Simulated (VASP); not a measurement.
Here is a VASP 6.6.1 calculation.

INCAR

```
PREC = Accurate ; ENCUT = 520
EDIFF = 1E-7 ; ISMEAR = -1
SIGMA = 0.15 ; LREAL = F
LASPH = T ; NELM = 60
ALGO = Normal ; ISIF = 2
LWAVE = F ; LCHARG = F
GGA = PE ; NBANDS = 8
```

File KPOINTS:

```
regular mesh
0
Gamma
  13 13 13
```

The input POSCAR:

```
Li
1.0
   -1.7309356065      1.7309356065      1.7309356065
    1.7309356065     -1.7309356065      1.7309356065
    1.7309356065      1.7309356065     -1.7309356065
Li
1
Direct
    0.0000000000      0.0000000000      0.0000000000
```

Potentials or basis: VASP PAW PBE potentials, release 64 (Li_sv).

Run with:

```console
$ cat potpaw_PBE.64/Li_sv/POTCAR > POTCAR
$ mpirun -np 1 vasp_std > vasp.out
```

**Question.** Predict the band gap on the k mesh.

**Answer.** Zero (an odd number of electrons rules out a gap without spin polarisation).
